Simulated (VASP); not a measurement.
GaAs, 2 atoms in the cell. The structure is cubic, space group F-43m (No. 216). The conventional cell has a = 5.659 Å, b = 5.659 Å, c = 5.659 Å, α = 90.00°, β = 90.00°, γ = 90.00°. Within 3.2 Å of Ga (site symmetry -43m) lie 4 As at 2.45 Å. As (site symmetry -43m) has 4 Ga at 2.45 Å within 3.2 Å. 

```yaml
Program: VASP 6.6.1
Task: single point
Functional: PBEsol
Potentials_or_basis: VASP PAW PBE potentials, release 64 (Ga_d, As)
Cutoff: 500 eV
k_mesh: 10 × 10 × 10
Occupations: gaussian, width 0.01 eV
Spin: no spin polarisation
Dipole_correction: no
Further_INCAR_settings: ALGO = Normal; EDIFF = 1e-06; NBANDS = 16
```

Potentials or basis: VASP PAW PBE potentials, release 64 (Ga_d, As).

Run with:

```sh
$ cat potpaw_PBE.64/Ga_d/POTCAR potpaw_PBE.64/As/POTCAR > POTCAR
$ mpirun -np 1 vasp_std > vasp.out
```

Hardware: 1 thread of AMD EPYC 7R43 64-Core Processor (Zen 3) (shared host).

How long does it take, and how much memory?

Run time: 33 s on 1 thread of AMD EPYC 7R43 64-Core Processor (Zen 3), on a shared host, peak memory 0.15 GiB. Counts: scf iterations 12, k points 47.
